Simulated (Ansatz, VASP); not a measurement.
# One calculation of Si3Ge, two programs

```
Si Ge
1.0
     2.66386    0.00000    0.00000
    -1.33193    2.30697    0.00000
     0.00000    0.00000   10.72073
Si Ge
3 1
Direct
  0.00000 0.00000 0.00000
  0.00000 0.00000 0.24220
  0.00000 0.00000 0.75780
  0.00000 0.00000 0.50000
```

Alike in both runs: functional PBE; k mesh 6 × 6 × 2; occupations gaussian, width 0.1 eV; no spin polarisation.

Ansatz relaxed the structure, and its values are those at the end. VASP's run is a single point on that final structure, the one shown.

|  | VASP | Ansatz |
| --- | --- | --- |
| version | VASP 6.6.1 | Ansatz 0.2.0 |
| potentials or method | VASP PAW PBE potentials, release 64 (Si, Ge_d), cutoff 500 eV | scalar-relativistic, plane waves, PAW |
| valence electrons in the cell | 26 | 26 |

|  | VASP | Ansatz | Ansatz less VASP |
| --- | --- | --- | --- |
| gap on the k mesh at the Fermi level (eV) | none | none | - |
| pressure (GPa) | -0.1 | 0.0 | +0.09 |
| rms of the force components (eV/Å) | 0.005 | 0.003 | -0.0015 |

A gap of «none» marks a metal or a gap that the smearing closes.

The k mesh is coarse, so the values compare programs but aren't converged.
